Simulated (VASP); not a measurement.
Here is a VASP 6.6.1 calculation.

The input INCAR:

```
PREC = Accurate ; ENCUT = 500
EDIFF = 1E-6 ; ISMEAR = 0
SIGMA = 0.15 ; LREAL = F
LASPH = T ; NELM = 120
ALGO = Normal ; ISIF = 2
LWAVE = F ; LCHARG = F
GGA = PE ; NBANDS = 54
GGA_COMPAT = F
```

The input KPOINTS:

```
regular mesh
0
Gamma
  8 8 6
```

File POSCAR:

```
InSb3
1.0
   -4.8138367962      4.8138367962      0.0000000000
   -4.8138367962      0.0000000000      4.8138367962
    4.8138367962      4.8138367962      4.8138367962
In Sb
3 9
Direct
    0.3333333333      0.3333333333      0.6666666667
    0.6666666667      0.6666666667      0.3333333333
    1.0000000000      0.0000000000      0.0000000000
    0.0000000000      0.5000000000      0.0000000000
    0.3333333333      0.8333333333      0.6666666667
    0.6666666667      0.1666666667      0.3333333333
    0.5000000000      0.5000000000      0.0000000000
    0.8333333333      0.8333333333      0.6666666667
    0.1666666667      0.1666666667      0.3333333333
    0.5000000000      0.0000000000      0.0000000000
    0.8333333333      0.3333333333      0.6666666667
    0.1666666667      0.6666666667      0.3333333333
```

Potentials or basis: VASP PAW PBE potentials, release 64 (In_d, Sb).

Launch:

```bash
$ cat potpaw_PBE.64/In_d/POTCAR potpaw_PBE.64/Sb/POTCAR > POTCAR
$ mpirun -np 1 vasp_std > vasp.out
```

Problem. Estimate the pressure.

Solution. -0.1 GPa.

Problem. Estimate the band gap on the k mesh.

Solution. Zero (bands 42 and 43 overlap by 1.80 eV).

Caveat: spin-orbit coupling is left out, which moves the levels of the heavy elements.
